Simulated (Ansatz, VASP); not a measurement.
Zr: VASP beside Ansatz

```
CELL_PARAMETERS angstrom
3.23279 0.00000 0.00000
-1.61639 2.79968 0.00000
0.00000 0.00000 5.16912
ATOMIC_POSITIONS crystal
Zr 0.33333 0.66667 0.25000
Zr 0.66667 0.33333 0.75000
```

Alike in both runs: task single point; functional PBE; k mesh 12 × 12 × 7; occupations gaussian, width 0.1 eV; no spin polarisation.

|  | VASP | Ansatz |
| --- | --- | --- |
| version | VASP 6.6.1 | Ansatz 0.2.0 |
| potentials or method | VASP PAW PBE potentials, release 64 (Zr_sv), cutoff 520 eV | scalar-relativistic, plane waves, PAW |
| valence electrons in the cell | 24 | 24 |

```csv
,VASP,Ansatz,Ansatz less VASP
gap on the k mesh at the Fermi level (eV),none,none,-
pressure (GPa),0.1,0.0,-0.03
"traceless stress, the component that is largest in VASP (GPa)",0.14,0.15,+0.005
```

A gap of «none» marks a metal or a gap that the smearing closes.
